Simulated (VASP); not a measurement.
Input of a VASP 6.6.1 run:

File POSCAR:

```
ZrC
1.0
    0.0000000000      2.3502127467      2.3502127467
    2.3502127467      0.0000000000      2.3502127467
    2.3502127467      2.3502127467      0.0000000000
Zr C
1 1
Direct
    0.5000000000      0.5000000000      0.5000000000
    0.0000000000      0.0000000000      0.0000000000
```

INCAR.step1

```
ALGO     = Normal         # electronic algorithm
EDIFF    = 1E-5           # SCF threshold, eV
ENCUT    = 660            # plane-wave cutoff, eV
GGA      = PE             # functional
GGA_COMPAT= False        
ISMEAR   = 0              # smearing method
LASPH    = True           # aspherical terms in the spheres
LCHARG   = False          # write CHGCAR
LREAL    = False          # projectors in reciprocal space
LWAVE    = True           # write WAVECAR
NBANDS   = 15             # bands
NELM     = 120            # most SCF steps
PREC     = Accurate       # precision mode
SIGMA    = 0.05           # smearing width, eV
```

The input INCAR.step2:

```
ALGO     = Normal         # electronic algorithm
EDIFF    = 1E-6           # SCF threshold, eV
ENCUT    = 660            # plane-wave cutoff, eV
GGA_COMPAT= False        
ISIF     = 2              # what is computed and relaxed
ISMEAR   = 0              # smearing method
ISTART   = 1            
LASPH    = True           # aspherical terms in the spheres
LCHARG   = True           # write CHGCAR
LELF     = True           # ELF
LMIXTAU  = True         
LREAL    = False          # projectors in reciprocal space
LVHAR    = True         
LWAVE    = False          # write WAVECAR
METAGGA  = R2SCAN         # meta-GGA
NBANDS   = 15             # bands
NELM     = 120            # most SCF steps
PREC     = Accurate       # precision mode
SIGMA    = 0.05           # smearing width, eV
```

The input KPOINTS:

```
k-points
0
Gamma
  8 8 8
```

Potentials or basis: VASP PAW PBE potentials, release 64 (Zr_sv, C).

Command:

```sh
$ cat potpaw_PBE.64/Zr_sv/POTCAR potpaw_PBE.64/C/POTCAR > POTCAR
$ cp INCAR.step1 INCAR
$ mpirun -np 1 vasp_std > vasp.out
$ cp INCAR.step2 INCAR
$ mpirun -np 1 vasp_std > vasp.out
```

Q: What does it give for the band gap on the k mesh?

A: Zero (bands 8 and 9 overlap by 1.33 eV).

Q: Predict the pressure.

A: 1.7 GPa.

Caveat: the PAW data sets were made with another functional, which shifts forces and pressure a little.
